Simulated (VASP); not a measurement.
# Ni (Fm-3m) in VASP: notebook

Ni is run at these levels: PBEsol; tasks: relaxation of cell and atoms.

All numbers are computed with VASP 6.6.1; they aren't measurements. Logs are shortened: lines on timing, memory, paths and dates and some standing lists are left out, and cuts for length are marked.

### Step 1. The cell of the first run

It takes space group Fm-3m (No. 225, cubic). Conventional cell: a = 3.475 Å, b = 3.475 Å, c = 3.475 Å, α = 90.00°, β = 90.00°, γ = 90.00°. Within 3.2 Å of Ni (site symmetry m-3m) lie 12 Ni at 2.46 Å.

### Step 2. Relaxation of cell and atoms, PBEsol, collinear spin, ferromagnetic start

INCAR reads:

```
ALGO = Normal ; EDIFF = 1E-6
EDIFFG = -0.02 ; ENCUT = 600
GGA = PS ; IBRION = 2
ISIF = 3 ; ISMEAR = -1
ISPIN = 2 ; LASPH = T
LCHARG = F ; LMAXMIX = 4
LORBIT = 11 ; LREAL = F
LWAVE = F ; MAGMOM = 1
NELM = 150 ; NSW = 80
PREC = Accurate ; SIGMA = 0.05
```

KPOINTS reads:

```
k-points
0
Gamma
  13 13 13
```

POSCAR reads:

```
Ni
1.0
    0.0000000000      1.7375729330      1.7375729330
    1.7375729330      0.0000000000      1.7375729330
    1.7375729330      1.7375729330      0.0000000000
Ni
1
Direct
    0.0000000000      0.0000000000      0.0000000000
```

Potentials or basis: VASP PAW PBE potentials, release 64 (Ni).

Launch:

```sh
> cat potpaw_PBE.64/Ni/POTCAR > POTCAR
> mpirun -np 1 vasp_std > vasp.out
```

OUTCAR:

```text
EDIFF = 1E-6
   EDIFFG = -0.02
   ENCUT = 600
   GGA = PS
   IBRION = 2
   ISIF = 3
   ISMEAR = -1
   ISPIN = 2
   LASPH = T
   LORBIT = 11
   LREAL = F
   NELM = 150
   NSW = 80
   PREC = Accurate

 ion  position               nearest neighbor table
   1  0.000  0.000  0.000-

  LATTYP: Found a face centered cubic cell.
 ALAT       =     3.4751458660

  Lattice vectors:

 A1 = (   0.0000000000,   1.7375729330,   1.7375729330)
 A2 = (   1.7375729330,   0.0000000000,   1.7375729330)
 A3 = (   1.7375729330,   1.7375729330,   0.0000000000)

Analysis of symmetry for initial positions (statically):
=====================================================================
 Subroutine PRICEL returns:
 Original cell was already a primitive cell.

 Routine SETGRP: Setting up the symmetry group for a
 face centered cubic supercell.

 Subroutine GETGRP returns: Found 48 space group operations
 (whereof 48 operations were pure point group operations)
 out of a pool of 48 trial point group operations.

The static configuration has the point symmetry O_h .

Analysis of symmetry for dynamics (positions and initial velocities):
=====================================================================
 Subroutine PRICEL returns:
 Original cell was already a primitive cell.

 Routine SETGRP: Setting up the symmetry group for a
 face centered cubic supercell.

 Subroutine GETGRP returns: Found 48 space group operations
 (whereof 48 operations were pure point group operations)
 out of a pool of 48 trial point group operations.

The dynamic configuration has the point symmetry O_h .

Analysis of structural, dynamic, and magnetic symmetry:
=====================================================================
 Subroutine PRICEL returns:
 Original cell was already a primitive cell.

 Routine SETGRP: Setting up the symmetry group for a
 face centered cubic supercell.

 Subroutine GETGRP returns: Found 48 space group operations
 (whereof 48 operations were pure point group operations)
 out of a pool of 48 trial point group operations.

The overall configuration has the point symmetry O_h .

 Subroutine INISYM returns: Found 48 space group operations
 (whereof 48 operations are pure point group operations),
 and found     1 'primitive' translations

----------------------------------------------------------------------------------------

                                     Primitive cell

  volume of cell :      10.4920

  direct lattice vectors                    reciprocal lattice vectors
     0.000000000  1.737572933  1.737572933    -0.287757705  0.287757705  0.287757705
     1.737572933  0.000000000  1.737572933     0.287757705 -0.287757705  0.287757705
     1.737572933  1.737572933  0.000000000     0.287757705  0.287757705 -0.287757705

  length of vectors
     2.457299207  2.457299207  2.457299207     0.498410966  0.498410966  0.498410966

  position of ions in fractional coordinates (direct lattice)
     0.000000000  0.000000000  0.000000000

  ion indices of the primitive-cell ions
   primitive index   ion index
                 1           1

----------------------------------------------------------------------------------------

 KPOINTS: k-points

Automatic generation of k-mesh.
 Grid dimensions read from file:
 generate k-points for:   13   13   13

 Generating k-lattice:

  Cartesian coordinates                     Fractional coordinates (reciprocal lattice)
    -0.022135208  0.022135208  0.022135208     0.076923077  0.000000000  0.000000000
     0.022135208 -0.022135208  0.022135208     0.000000000  0.076923077  0.000000000
     0.022135208  0.022135208 -0.022135208     0.000000000  0.000000000  0.076923077

  Length of vectors
     0.038339305  0.038339305  0.038339305

  Shift w.r.t. Gamma in fractional coordinates (k-lattice)
     0.000000000  0.000000000  0.000000000

 Subroutine IBZKPT returns following result:
 ===========================================

 Found     84 irreducible k-points:

 Following reciprocal coordinates:
            Coordinates               Weight
  0.000000  0.000000  0.000000      1.000000
  0.076923  0.000000  0.000000      8.000000
  0.153846  0.000000  0.000000      8.000000
  0.230769  0.000000  0.000000      8.000000
  0.307692  0.000000  0.000000      8.000000
  0.384615  0.000000  0.000000      8.000000
[... 16 lines left out ...]
  0.384615  0.153846  0.000000     24.000000
  0.461538  0.153846  0.000000     24.000000
 [... further k-points ...]
   k-points           NKPTS =     84   k-points in BZ     NKDIM =     84   number of bands    NBANDS=     10
   number of dos      NEDOS =    301   number of ions     NIONS =      1
   total plane-waves  NPLWV =   8000
   dimension x,y,z NGX =    20 NGY =   20 NGZ =   20
   dimension x,y,z NGXF=    40 NGYF=   40 NGZF=   40
   ions per type =               1
   NGX,Y,Z   is equivalent  to a cutoff of  13.53, 13.53, 13.53 a.u.
   NGXF,Y,Z  is equivalent  to a cutoff of  27.06, 27.06, 27.06 a.u.
 SYSTEM =  unknown system
   PREC   = accura    normal or accurate (medium, high low for compatibility)
   ISTART =      0    job   : 0-new  1-cont  2-samecut
   ICHARG =      2    charge: 1-file 2-atom 10-const
   ISPIN  =      2    spin polarized calculation?
   LNONCOLLINEAR =      F non collinear calculations
   LSORBIT =      F    spin-orbit coupling
   LASPH  =      T    aspherical Exc in radial PAW
   ENCUT  =  600.0 eV  44.10 Ry    6.64 a.u.   4.91  4.91  4.91*2*pi/ulx,y,z
   NELM   =    150;   NELMIN=  2; NELMDL= -5     # of ELM steps
   EDIFF  = 0.1E-05   stopping-criterion for ELM
   LREAL  =      F    real-space projection
   EDIFFG = -.2E-01   stopping-criterion for IOM
   NSW    =     80    number of steps for IOM
   IBRION =      2    ionic relax: 0-MD 1-quasi-New 2-CG
   NFREE  =      1    steps in history (QN), initial steepest desc. (CG)
   ISIF   =      3    stress and relaxation
   ISYM   =      2    0-nonsym 1-usesym 2-fastsym
   POTIM  = 0.5000    time-step for ionic-motion
   TEBEG  =    0.0;   TEEND  =   0.0 temperature during run
   PSTRESS=    0.0 pullay stress
   NELECT =      10.0000    total number of electrons
   NUPDOWN=      -1.0000    fix difference up-down
   EMIN   =  10.00;   EMAX   =-10.00  energy-range for DOS
   EFERMI =   0.00;   METHOD = LEGACY
   ISMEAR =    -1;   SIGMA  =   0.05  broadening in eV -4-tet -1-fermi 0-gaus
   EFERMI_NEDOS =   21; number of points for ismear=-14 and -15
   IALGO  =     38    algorithm
   IMIX   =      4    mixing-type and parameters
     AMIX     =   0.40;   BMIX     =  1.00
     AMIX_MAG =   1.60;   BMIX_MAG =  1.00
  volume/ion in A,a.u.               =      10.49        70.80
  Fermi-wavevector in a.u.,A,eV,Ry     =   1.611097  3.044533 35.315755  2.595635
  Thomas-Fermi vector in A             =   2.706542
   LORBIT       =     11    0 simple, 1 ext, 2 COOP (PROOUT), +10 PAW based schemes
   GGA     = PS    functional components
   LHFCALC =     F    Hartree Fock is set to
   AEXX    =    0.0000 exact exchange contribution
   IVDW    =     0    specifies the selected vdW correction
   LEPSILON=     F    determine dielectric tensor
   LRPA    =     F    only Hartree local field effects (RPA)
 conjugate gradient relaxation of ions
 spin polarized calculation
  energy-cutoff  :      600.00
  volume of cell :       10.49
 maximum number of plane-waves:       365
   NGX =  9   NGY =  9   NGZ =  9

--------------------------------------- Ionic step        1  -------------------------------------------

 number of electron      10.0000000 magnetization       1.0000000

 number of electron       9.9999999 magnetization       0.6243536

 Free energy of the ion-electron system (eV)
  ---------------------------------------------------
  ext. energy  EPLUGINS =         0.00000000
  ---------------------------------------------------
  free energy    TOTEN  =        -6.14394883 eV

  energy without entropy =       -6.13090150  energy(sigma->0) =       -6.13742516

------------------------ aborting loop because EDIFF is reached ----------------------------------------

  FORCE on cell =-STRESS in cart. coord.  units (eV):
  Direction    XX          YY          ZZ          XY          YZ          ZX
  --------------------------------------------------------------------------------------
  -------------------------------------------------------------------------------------
  Total       -0.1657671     -0.1657671     -0.1657671      0.0000000      0.0000000      0.0000000
  in kB      -25.3133557    -25.3133557    -25.3133557      0.0000000      0.0000000      0.0000000
  external PRESSURE =     -25.3133557 kB  Pullay stress =       0.0000000 kB
[... 20 lines left out ...]
  energy  without entropy=       -6.1309014965  energy(sigma->0) =       -6.13742516

--------------------------------------- Ionic step        2  -------------------------------------------

 number of electron       9.9999992 magnetization       0.6228873

 E-fermi :  10.0677     XC(G=0): -13.7977

 val. band max:       10.0667700179   @ k =   0.3846   0.3846   0.0000
 cond. band min:      10.0689729057   @ k =   0.3846   0.0769   0.0000
 fundamental gap:      0.0022028878
 Fermi energy:        10.0677446930

 spin component 1

 k-point     1 :       0.0000    0.0000    0.0000
  band No.  band energies     occupation
      1       0.5750      1.00000
      2       7.4833      1.00000
      3       7.4833      1.00000
      4       7.4833      1.00000
      5       8.7570      1.00000
      6       8.7570      1.00000
      7      34.2710      0.00000
      8      38.5889      0.00000
      9      38.5889      0.00000
     10      38.5889      0.00000
[... 647 lines left out ...]
  energy  without entropy=       -6.1310251802  energy(sigma->0) =       -6.13732792

--------------------------------------- Ionic step        3  -------------------------------------------

 number of electron       9.9999995 magnetization       0.6237147

 Free energy of the ion-electron system (eV)
  ---------------------------------------------------
  ext. energy  EPLUGINS =         0.00000000
  ---------------------------------------------------
  free energy    TOTEN  =        -6.14487015 eV

  energy without entropy =       -6.13202803  energy(sigma->0) =       -6.13844909

 E-fermi :   9.8752     XC(G=0): -13.7195

 val. band max:        9.8735921674   @ k =   0.3846   0.3846   0.0000
 cond. band min:       9.8766003274   @ k =   0.3846   0.0769   0.0000
 fundamental gap:      0.0030081600
 Fermi energy:         9.8752354526

 spin component 1

 k-point     1 :       0.0000    0.0000    0.0000
  band No.  band energies     occupation
      1       0.4757      1.00000
      2       7.3256      1.00000
      3       7.3256      1.00000
      4       7.3256      1.00000
      5       8.5765      1.00000
      6       8.5765      1.00000
      7      33.9696      0.00000
      8      38.1847      0.00000
      9      38.1847      0.00000
     10      38.1847      0.00000
[... 643 lines left out ...]
  FREE ENERGIE OF THE ION-ELECTRON SYSTEM (eV)
  ---------------------------------------------------
  free  energy   TOTEN  =        -6.1448701509 eV

  energy  without entropy=       -6.1320280347  energy(sigma->0) =       -6.13844909

 reached required accuracy - stopping structural energy minimisation

 total charge

# of ion       s       p       d       tot
------------------------------------------
    1        0.521   0.547   8.334   9.402

 magnetization (x)

# of ion       s       p       d       tot
------------------------------------------
    1       -0.005  -0.023   0.656   0.629
```

Run time: 34 s. Hardware: 1 thread of Intel Xeon Platinum 8375C at 2.90GHz (Ice Lake), shared host; peak memory 0.15 GiB.

Results:

| Item | Value |
| --- | --- |
| Free energy | -6.1449 eV |
| Relaxed volume | 10.38 Å³/atom |
| Relaxed cell | a = 2.448 Å, b = 2.448 Å, c = 2.448 Å, α = 60.00°, β = 60.00°, γ = 60.00° |
| Space group after relaxing (to 0.1 Å) | Fm-3m (No. 225) |
| Energy gained by relaxing | 0.9 meV/atom |
| Ionic steps | 3 |
| Pressure after relaxing | 0.0 GPa |
| Net moment | 0.62 μB per cell |
| Site moments | Ni +0.63 μB |
| Valence electrons inside the program's atomic spheres | Ni 9.40 |

The path:
```
step  energy change (eV)  largest force (eV/Å)  pressure (GPa)  volume (Å³)
   1              0.0000                0.0000           -2.53        10.49
   2              0.0003                0.0000            3.05        10.24
   3             -0.0009                0.0000           -0.02        10.38
```

Final structure:
```
Ni
1.0
     0.00000    1.73111    1.73111
     1.73111    0.00000    1.73111
     1.73111    1.73111    0.00000
Ni
1
Direct
  0.00000 0.00000 0.00000
```

Caveat: the PAW data sets were made with another functional, which shifts forces and pressure a little.

### Step 3. Relaxation of cell and atoms, PBEsol, collinear spin, ferromagnetic start, target pressure 5 GPa, at which the enthalpy is minimised

INCAR reads:

```
PREC     = Accurate       # precision mode
ENCUT    = 600            # plane-wave cutoff, eV
EDIFF    = 1E-7           # SCF threshold, eV
ISMEAR   = -1             # smearing method
SIGMA    = 0.05           # smearing width, eV
LREAL    = F              # projectors in reciprocal space
LASPH    = T              # aspherical terms in the spheres
NELM     = 150            # most SCF steps
ALGO     = Normal         # electronic algorithm
ISIF     = 3              # what is computed and relaxed
LWAVE    = F              # write WAVECAR
LCHARG   = F              # write CHGCAR
ISPIN    = 2              # spin polarisation
MAGMOM   = 1              # initial moments
LORBIT   = 11             # projections on sites
LMAXMIX  = 4              # l up to which the mixer works
GGA      = PS             # functional
IBRION   = 2              # ionic algorithm
NSW      = 80             # ionic steps
EDIFFG   = -0.02          # ionic threshold
PSTRESS  = 50.0
```

KPOINTS reads:

```
Automatic mesh
0
Gamma
  13 13 13
```

POSCAR is that of step 2.

Potentials or basis: VASP PAW PBE potentials, release 64 (Ni).

Launch:

```sh
> cat potpaw_PBE.64/Ni/POTCAR > POTCAR
> mpirun -np 1 vasp_std > vasp.out
```

Run time: 39 s. Hardware: 1 thread of Intel Xeon Platinum 8375C at 2.90GHz (Ice Lake), shared host; peak memory 0.15 GiB.

It converged, with:

```
Free energy                                                : -6.1417 eV
Relaxed volume                                             : 10.16 Å³/atom
Relaxed cell                                               : a = 2.431 Å, b = 2.431 Å, c = 2.431 Å, α = 60.00°, β = 60.00°, γ = 60.00°
Space group after relaxing (to 0.1 Å)                      : Fm-3m (No. 225)
Energy change on relaxing (the run minimises the enthalpy) : +2.3 meV/atom
Ionic steps                                                : 3
Pressure after relaxing                                    : 5.0 GPa
Net moment                                                 : 0.62 μB per cell
Site moments                                               : Ni +0.62 μB
Valence electrons inside the program's atomic spheres      : Ni 9.44
```

The path:
```csv
step,energy change (eV),largest force (eV/Å),pressure (GPa),volume (Å³)
1,0.0000,0.0000,-2.51,10.49
2,0.0281,0.0000,16.16,9.76
3,0.0023,0.0000,4.95,10.16
```

Final structure:
```
Ni
1.0
     0.00000    1.71928    1.71928
     1.71928    0.00000    1.71928
     1.71928    1.71928    0.00000
Ni
1
Direct
  0.00000 0.00000 0.00000
```

Levels at points of the mesh, in eV from the Fermi level:
Spin up:
```csv
k point,band 1,band 2,band 3,band 4,band 5,band 6,band 7,band 8,band 9,band 10
"(0.00, 0.00, 0.00)",-9.55,-2.61,-2.61,-2.61,-1.32,-1.32,24.27,28.65,28.65,28.65
```
Spin down:
```tsv
k point	band 2	band 3	band 4	band 5	band 6	band 7	band 8	band 9
(0.00, 0.00, 0.00)	-1.89	-1.89	-1.89	-0.71	-0.71	24.17	28.65	28.65
```

Caveat: the cell is relaxed towards a set pressure, so the run minimises the enthalpy, not the energy; the PAW data sets were made with another functional, which shifts forces and pressure a little.

### Step 4. Relaxation of cell and atoms, PBEsol, collinear spin, ferromagnetic start, target pressure 10 GPa, at which the enthalpy is minimised

INCAR reads:

```
SYSTEM = Ni
ALGO = Normal
EDIFF = 1E-7
EDIFFG = -0.02
ENCUT = 600
GGA = PS
IBRION = 2
ISIF = 3
ISMEAR = -1
ISPIN = 2
LASPH = .TRUE.
LCHARG = .FALSE.
LMAXMIX = 4
LORBIT = 11
LREAL = .FALSE.
LWAVE = .FALSE.
MAGMOM = 1
NELM = 150
NSW = 80
PREC = Accurate
PSTRESS = 100.0
SIGMA = 0.05
```

KPOINTS reads:

```
k-points
0
G
  13 13 13
  0 0 0
```

POSCAR is that of step 3.

Launch:

```sh
> cat potpaw_PBE.64/Ni/POTCAR > POTCAR
> mpirun -np 1 vasp_std > vasp.out
```

It took 41 s on 1 thread of Intel Xeon Platinum 8375C at 2.90GHz (Ice Lake), shared host; peak memory 0.15 GiB.

Results (log left out):

| Quantity | Value |
| --- | --- |
| Free energy | -6.1333 eV |
| Relaxed volume | 9.98 Å³/atom |
| Relaxed cell | a = 2.417 Å, b = 2.417 Å, c = 2.417 Å, α = 60.00°, β = 60.00°, γ = 60.00° |
| Space group after relaxing (to 0.1 Å) | Fm-3m (No. 225) |
| Energy change on relaxing (the run minimises the enthalpy) | +10.7 meV/atom |
| Ionic steps | 3 |
| Pressure after relaxing | 9.8 GPa |
| Net moment | 0.62 μB per cell |
| Site moments | Ni +0.62 μB |
| Valence electrons inside the program's atomic spheres | Ni 9.48 |

The path:
| step | energy change (eV) | largest force (eV/Å) | pressure (GPa) | volume (Å³) |
| --- | --- | --- | --- | --- |
| 1 | 0.0000 | 0.0000 | -2.51 | 10.49 |
| 2 | 0.0983 | 0.0000 | 32.88 | 9.30 |
| 3 | 0.0107 | 0.0000 | 9.78 | 9.98 |

Final structure:
```xyz
1
Lattice="0.0000 1.7088 1.7088 1.7088 0.0000 1.7088 1.7088 1.7088 0.0000" Properties=species:S:1:pos:R:3 pbc="T T T"
Ni    0.0000    0.0000    0.0000
```

Levels at points of the mesh, in eV from the Fermi level:
Spin up:
| k point | band 3 | band 4 | band 5 | band 6 | band 7 | band 8 |
| --- | --- | --- | --- | --- | --- | --- |
| (0.00, 0.00, 0.00) | -2.66 | -2.66 | -1.34 | -1.34 | 24.42 | 28.95 |
Spin down:
```tsv
k point	band 1	band 2	band 3	band 4	band 5	band 6	band 7	band 8	band 9	band 10
(0.00, 0.00, 0.00)	-9.68	-1.94	-1.94	-1.94	-0.73	-0.73	24.33	28.95	28.95	28.95
```

Caveat: the cell is relaxed towards a set pressure, so the run minimises the enthalpy, not the energy; the PAW data sets were made with another functional, which shifts forces and pressure a little.

### Step 5. The runs side by side

```tsv
cell	gap on the mesh (eV)	pressure (GPa)	moment (μB)
relaxed	none	0.0	0.62
relaxed to 5 GPa	none	5.0	0.62
relaxed to 10 GPa	none	9.8	0.62
```

Alike in all rows: task relaxation of cell and atoms; level PBEsol; potentials or basis VASP PAW PBE potentials, release 64 (Ni); spin collinear, ferromagnetic start; k mesh 13 × 13 × 13; cutoff (eV) 600; smearing fermi-dirac 0.05 eV.

Caveats: the PAW data sets were made with another functional, which shifts forces and pressure a little; the cell is relaxed towards a set pressure, so the run minimises the enthalpy, not the energy (at least some runs).

Absolute energies hang on the potentials; compare differences alone.
